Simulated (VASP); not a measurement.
# MnO2 (P-3m1) in VASP: a series of runs, part 3 of 3

VASP 6.6.1.

### Step 4. Single point, PBE+U, non-collinear spin, typed start, spin-orbit coupling

File INCAR:

```
  PREC = Accurate
  ENCUT = 520
  EDIFF = 1E-7
  ISMEAR = 0
  SIGMA = 0.05
  LREAL = False
  LASPH = True
  NELM = 150
  ALGO = Normal
  ISIF = 2
  LWAVE = False
  LCHARG = True
  MAGMOM = 0 0 3 0 0 0 0 0 0
  LORBIT = 11
  LSORBIT = True
  GGA_COMPAT = False
  LORBMOM = True
  LMAXMIX = 4
  LDAU = True
  LDAUTYPE = 2
  LDAUL = 2 -1
  LDAUU = 3.9 0
  LDAUJ = 0 0
  LDAUPRINT = 1
  GGA = PE
  LVHAR = True
  NBANDS = 38
```

File KPOINTS:

```
Automatic mesh
0
Gamma
  5 5 3
```

File POSCAR:

```
MnO2
1.0
    2.9203003366      0.0000000000      0.0000000000
   -1.4601501683      2.5290542782      0.0000000000
    0.0000000000      0.0000000000      5.5070216066
Mn O
1 2
Direct
    0.0000000000      0.0000000000      0.0000000000
    0.3333333333      0.6666666667      0.1728657965
    0.6666666667      0.3333333333      0.8271342035
```

On the command line:

```bash
$ cat potpaw_PBE.64/Mn_pv/POTCAR potpaw_PBE.64/O/POTCAR > POTCAR
$ mpirun -np 1 vasp_ncl > vasp.out
```

It took 2.2 min on 1 thread of Intel Xeon Platinum 8259CL at 2.50GHz (Skylake/Cascade Lake), shared host; peak memory 0.27 GiB.

The run converged. Its results:

```yaml
Free_energy: -21.2706 eV
Pressure: 0.3 GPa
Largest_force: 0.069 eV/Å
Net_moment: 3.00 μB per cell
Valence_electrons_inside_the_program's_atomic_spheres: Mn 11.59; O 4.98
```

Forces on the atoms (eV/Å):
```
Mn   0.000  0.000  0.000
O    0.000  0.000  0.069
O    0.000  0.000 -0.069
```

Moments on the atoms (μB; x, y, z):
```
Mn   0.00  0.00  3.24
O    0.00  0.00 -0.13
O    0.00  0.00 -0.13
```

Caveat: the k points lie up to 0.50 Å⁻¹ apart; a cell with one magnetic atom can't hold antiferromagnetic order, which such compounds often take. The state reached can hang on the start; a lower one may exist.

### Step 5. Single point, PBE+U, non-collinear spin, typed start, spin-orbit coupling

File INCAR:

```
SYSTEM = MnO2
PREC = Accurate ; ENCUT = 520
EDIFF = 1E-7 ; ISMEAR = 0
SIGMA = 0.05 ; LREAL = .False.
LASPH = .True. ; NELM = 150
ALGO = Normal ; ISIF = 2
LWAVE = .False. ; LCHARG = .False.
MAGMOM = 1.732 1.732 1.732 0 0 0 0 0 0 ; LORBIT = 11
LSORBIT = .True. ; GGA_COMPAT = .False.
LORBMOM = .True. ; LMAXMIX = 4
LDAU = .True. ; LDAUTYPE = 2
LDAUL = 2 -1 ; LDAUU = 3.9 0
LDAUJ = 0 0 ; LDAUPRINT = 1
GGA = PE ; NBANDS = 38
```

File KPOINTS:

```
regular mesh
0
Gamma
  5 5 3
  0 0 0
```

POSCAR is that of step 4.

Potentials or basis: VASP PAW PBE potentials, release 64 (Mn_pv, O).

On the command line:

```bash
$ cat potpaw_PBE.64/Mn_pv/POTCAR potpaw_PBE.64/O/POTCAR > POTCAR
$ mpirun -np 1 vasp_ncl > vasp.out
```

OUTCAR:

```text
SYSTEM = MnO2
   PREC = Accurate
   ENCUT = 520
   EDIFF = 1E-7
   ISMEAR = 0
   LREAL = .False.
   LASPH = .True.
   NELM = 150
   ISIF = 2
   LORBIT = 11
   LSORBIT = .True.
   GGA = PE

 ion  position               nearest neighbor table
   1  0.000  0.000  0.000-   2 1.94   3 1.94   3 1.94   2 1.94   3 1.94   2 1.94
   2  0.333  0.667  0.173-   1 1.94   1 1.94   1 1.94
   3  0.667  0.333  0.827-   1 1.94   1 1.94   1 1.94

  LATTYP: Found a hexagonal cell.
 ALAT       =     2.9203003366
 C/A-ratio  =     1.8857723425

  Lattice vectors:

 A1 = (   2.9203003366,   0.0000000000,   0.0000000000)
 A2 = (  -1.4601501683,   2.5290542782,   0.0000000000)
 A3 = (   0.0000000000,   0.0000000000,   5.5070216066)

Analysis of symmetry for initial positions (statically):
=====================================================================
 Subroutine PRICEL returns:
 Original cell was already a primitive cell.

 Routine SETGRP: Setting up the symmetry group for a
 hexagonal supercell.

 Subroutine GETGRP returns: Found 12 space group operations
 (whereof 12 operations were pure point group operations)
 out of a pool of 24 trial point group operations.
[... 1278 lines left out ...]
    -0.0006719    -0.0001613     0.0000000    -0.0001922     0.0000000
 l=   3
     0.0000000     0.0000000     0.0000000     0.0000000     0.0000000     0.0000000     0.0000000
     0.0000000     0.0000000     0.0000000     0.0000000     0.0000000     0.0000000     0.0000000
     0.0000000     0.0000000     0.0000000     0.0000000     0.0000000     0.0000000     0.0000000
     0.0000000     0.0000000     0.0000000     0.0000000     0.0000000     0.0000000     0.0000000
[... 29 lines left out ...]
 l=   2
     0.0000000     0.0000000     0.0000000     0.0000000     0.0000000
     0.0000000     0.0000000     0.0000000     0.0000000     0.0000000
     0.0000000     0.0000000     0.0000000     0.0000000     0.0000000
     0.0000000     0.0000000     0.0000000     0.0000000     0.0000000
     0.0000000     0.0000000     0.0000000     0.0000000     0.0000000
 l=   3
     0.0000000     0.0000000     0.0000000     0.0000000     0.0000000     0.0000000     0.0000000
     0.0000000     0.0000000     0.0000000     0.0000000     0.0000000     0.0000000     0.0000000
     0.0000000     0.0000000     0.0000000     0.0000000     0.0000000     0.0000000     0.0000000
     0.0000000     0.0000000     0.0000000     0.0000000     0.0000000     0.0000000     0.0000000
     0.0000000     0.0000000     0.0000000     0.0000000     0.0000000     0.0000000     0.0000000
     0.0000000     0.0000000     0.0000000     0.0000000     0.0000000     0.0000000     0.0000000
     0.0000000     0.0000000     0.0000000     0.0000000     0.0000000     0.0000000     0.0000000

 total charge

# of ion       s       p       d       tot
------------------------------------------
    1        0.342   6.434   4.819  11.594
    2        1.582   3.403   0.000   4.984
    3        1.582   3.403   0.000   4.984
--------------------------------------------------
tot          3.505  13.239   4.819  21.563

 magnetization (x)

# of ion       s       p       d       tot
------------------------------------------
    1        0.019   0.024   1.826   1.869
    2        0.001  -0.075   0.000  -0.074
    3        0.001  -0.075   0.000  -0.074
--------------------------------------------------
tot          0.021  -0.125   1.826   1.721

 magnetization (y)

# of ion       s       p       d       tot
------------------------------------------
    1        0.019   0.024   1.825   1.867
    2        0.001  -0.074   0.000  -0.073
    3        0.001  -0.074   0.000  -0.073
--------------------------------------------------
tot          0.021  -0.125   1.825   1.720

 magnetization (z)

# of ion       s       p       d       tot
------------------------------------------
    1        0.019   0.024   1.828   1.870
    2        0.001  -0.075   0.000  -0.074
    3        0.001  -0.075   0.000  -0.074
--------------------------------------------------
tot          0.021  -0.125   1.828   1.723
```

stdout:

```text
POSCAR found type information on POSCAR MnO
 POSCAR found :  2 types and       3 ions
 scaLAPACK will be used
 LDA part: xc-table for (Slater+PW92), standard interpolation
 POSCAR, INCAR and KPOINTS ok, starting setup
 FFT: planning ... GRIDC
 FFT: planning ... GRID_SOFT
 FFT: planning ... GRID
 WAVECAR not read
 entering main loop
```

It took 4.3 min on 1 thread of Intel Xeon Platinum 8259CL at 2.50GHz (Skylake/Cascade Lake), shared host; peak memory 0.31 GiB.

What came out:

* Free energy: -21.2704 eV
* Pressure: 0.4 GPa
* Largest force: 0.069 eV/Å
* Net moment: 3.00 μB per cell
* Valence electrons inside the program's atomic spheres: Mn 11.59; O 4.98

Forces in eV/Å, atoms in the order of the input:
```
Mn   0.000  0.000  0.000
O    0.000  0.000  0.069
O    0.000  0.000 -0.069
```

Moments on the atoms (μB; x, y, z):
```
Mn   1.87  1.87  1.87
O   -0.07 -0.07 -0.07
O   -0.07 -0.07 -0.07
```

Caveat: the k points lie up to 0.50 Å⁻¹ apart; a cell with one magnetic atom can't hold antiferromagnetic order, which such compounds often take.

### Step 6. Single point, PBE+U, collinear spin, ferrimagnetic start (volume scaled by 1.020)

File INCAR:

```
SYSTEM = MnO2
ALGO     = Normal         ! electronic algorithm
EDIFF    = 1E-6           ! SCF threshold, eV
ENCUT    = 520            ! plane-wave cutoff, eV
GGA      = PE             ! functional
ISIF     = 2              ! what is computed and relaxed
ISMEAR   = 0              ! smearing method
ISPIN    = 2              ! spin polarisation
LASPH    = .TRUE.         ! aspherical terms in the spheres
LCHARG   = .FALSE.        ! write CHGCAR
LDAU     = .TRUE.         ! DFT+U
LDAUJ    = 0 0          
LDAUL    = 2 -1           ! shell
LDAUPRINT= 1            
LDAUTYPE = 2            
LDAUU    = 3.9 0          ! U, eV
LMAXMIX  = 4              ! l up to which the mixer works
LORBIT   = 11             ! projections on sites
LREAL    = .FALSE.        ! projectors in reciprocal space
LWAVE    = .FALSE.        ! write WAVECAR
MAGMOM   = 3.15 -0.15 -0.15 ! initial moments
NBANDS   = 24             ! bands
NELM     = 150            ! most SCF steps
PREC     = Accurate       ! precision mode
SIGMA    = 0.05           ! smearing width, eV
```

File KPOINTS:

```
k-points
0
G
  10 10 6
  0 0 0
```

File POSCAR:

```
MnO2
1.0
    2.9205819421      0.0000000000      0.0000000000
   -1.4602909711      2.5292981557      0.0000000000
    0.0000000000      0.0000000000      5.6160788658
Mn O
1 2
Direct
    0.0000000000      0.0000000000      0.0000000000
    0.3333333333      0.6666666667      0.1694876438
    0.6666666667      0.3333333333      0.8305123562
```

Potentials or basis: VASP PAW PBE potentials, release 64 (Mn_pv, O).

On the command line:

```bash
$ cat potpaw_PBE.64/Mn_pv/POTCAR potpaw_PBE.64/O/POTCAR > POTCAR
$ mpirun -np 1 vasp_std > vasp.out
```

Wall time 4.7 min (1 thread of AMD EPYC, shared host); peak memory 0.21 GiB.

It converged, with:

| Item | Value |
| --- | --- |
| Free energy | -21.2597 eV |
| Pressure | 0.4 GPa |
| Largest force | 0.087 eV/Å |
| Band gap on the k mesh | 1.87 eV, indirect (least direct gap 2.04 eV) |
| Net moment | 3.00 μB per cell |
| Site moments | Mn +3.24; O -0.13 μB |
| Valence electrons inside the program's atomic spheres | Mn 11.59; O 4.98 |

Forces on the atoms (eV/Å):
```
Mn   0.000  0.000  0.000
O    0.000  0.000  0.087
O    0.000  0.000 -0.087
```

Stress tensor (GPa, compression positive):
```
0.29 0.00 0.00
0.00 0.29 0.00
0.00 0.00 0.48
```

Levels at points of the mesh, in eV from the valence-band top:
Spin up:
```csv
k point,band 12,band 13,band 14,band 15,band 16,band 17
"(0.00, 0.00, 0.00)",-0.52,-0.43,-0.43,3.17,3.17,7.08
"(0.50, 0.00, 0.00)",-1.91,-1.41,-1.04,2.34,3.02,11.97
"(0.00, 0.00, 0.50)",-0.49,-0.43,-0.43,3.18,3.18,8.66
"(0.50, 0.00, 0.50)",-1.91,-1.46,-0.92,2.34,3.01,11.56
```
Spin down:
```tsv
k point	band 8	band 9	band 10	band 11	band 12	band 13	band 14	band 15
(0.00, 0.00, 0.00)	-3.77	-0.70	-0.66	-0.66	3.08	3.08	4.39	5.21
(0.50, 0.00, 0.00)	-3.00	-2.04	-1.89	-1.16	3.15	3.69	3.95	4.68
(0.00, 0.00, 0.50)	-3.60	-1.07	-0.66	-0.66	3.08	3.08	4.41	5.22
(0.50, 0.00, 0.50)	-3.00	-2.03	-1.88	-1.05	3.16	3.69	3.96	4.66
```

Eigenvalues of the final occupation matrices:
```tsv
site	spin	trace	eigenvalues
site 1 d	1	4.01	0.56 0.56 0.96 0.96 0.96
site 1 d	2	0.84	0.07 0.07 0.07 0.31 0.31
```

Caveat: a cell with one magnetic atom can't hold antiferromagnetic order, which such compounds often take.

### Step 7. The runs side by side

```csv
spin,cell,k mesh,gap on the mesh (eV),pressure (GPa),moment (μB),largest force (eV/Å)
"collinear, ferromagnetic start","a = 2.920, b = 2.920, c = 5.507 Å, angles 90.0, 90.0, 120.0°, 3 atoms",6 × 6 × 4,1.92,0.4,3.00,0.09
"non-collinear, typed start, SOC","a = 2.920, b = 2.920, c = 5.507 Å, angles 90.0, 90.0, 120.0°, 3 atoms",5 × 5 × 3,-,0.4,3.00,0.07
"collinear, ferrimagnetic start","a = 2.921, b = 2.921, c = 5.616 Å, angles 90.0, 90.0, 120.0°, 3 atoms",10 × 10 × 6,1.87,0.4,3.00,0.09
```

Alike in all rows: task single point; level PBE+U; potentials or basis VASP PAW PBE potentials, release 64 (Mn_pv, O); Mn d U = 3.9 eV; cutoff (eV) 520; smearing gaussian 0.05 eV.

Caveats: some runs use coarse meshes; a cell with one magnetic atom can't hold antiferromagnetic order, which such compounds often take.

Absolute energies hang on the potentials; compare differences alone.
